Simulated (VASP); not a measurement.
Set up this calculation in VASP 6.6.1, as the native input.

```yaml
Task: single point
Functional: r2SCAN
Potentials_or_basis: VASP PAW PBE potentials, release 64 (Ti_sv)
Cutoff: 520 eV
k_mesh: 18 × 18 × 12
Occupations: gaussian, width 0.1 eV
Spin: no spin polarisation
Dipole_correction: no
Further_INCAR_settings: ALGO = Normal; EDIFF = 1e-07; NBANDS = 19
```

Ti:

```
Ti
1.0
     2.17846    2.17846    0.00000
    -2.17846    2.17846    0.00000
     0.00000    0.00000    3.74067
Ti
2
Direct
  0.00000 0.00000 0.00000
  0.50000 0.50000 0.50000
```

This cell differs from its parent crystal: biaxial strain in the a-b plane: +6.0 %, then relaxed in part.

The input as run:

POSCAR

```
Ti
1.0
    2.1784607123      2.1784607123      0.0000000000
   -2.1784607123      2.1784607123      0.0000000000
    0.0000000000      0.0000000000      3.7406683078
Ti
2
Direct
    0.0000000000      0.0000000000      0.0000000000
    0.5000000000      0.5000000000      0.5000000000
```

INCAR.step1

```
SYSTEM = Ti
PREC = Accurate
ENCUT = 520
ISMEAR = 0
SIGMA = 0.1
LREAL = .False.
LASPH = .True.
NELM = 60
NBANDS = 19
GGA = PE
ALGO = Normal
EDIFF = 1E-4
LWAVE = .True.
LCHARG = .False.
```

INCAR.step2

```
SYSTEM = Ti
PREC = Accurate
ENCUT = 520
EDIFF = 1E-7
ISMEAR = 0
SIGMA = 0.1
LREAL = .False.
LASPH = .True.
NELM = 60
ALGO = Normal
ISIF = 2
LWAVE = .False.
LCHARG = .False.
METAGGA = R2SCAN
LMIXTAU = .True.
NBANDS = 19
ISTART = 1
```

KPOINTS

```
Automatic mesh
0
Gamma
  18 18 12
  0 0 0
```

Potentials or basis: VASP PAW PBE potentials, release 64 (Ti_sv).

Launch:

```bash
$ cat potpaw_PBE.64/Ti_sv/POTCAR > POTCAR
$ cp INCAR.step1 INCAR
$ mpirun -np 1 vasp_std > vasp.out
$ cp INCAR.step2 INCAR
$ mpirun -np 1 vasp_std > vasp.out
```

Results of the run:

```json
{"Pressure": "-2.3 GPa", "Band gap on the k mesh": "zero (bands 12 and 13 overlap by 1.58 eV)"}
```

Caveat: the cell differs from its parent crystal (biaxial strain in the a-b plane: +6.0 %, then relaxed in part); the PAW data sets were made with another functional, which shifts forces and pressure a little.

It took 7.8 min on 1 thread of Intel(R) Xeon(R) Platinum 8488C (Sapphire Rapids) (shared host), peak memory 0.31 GiB.
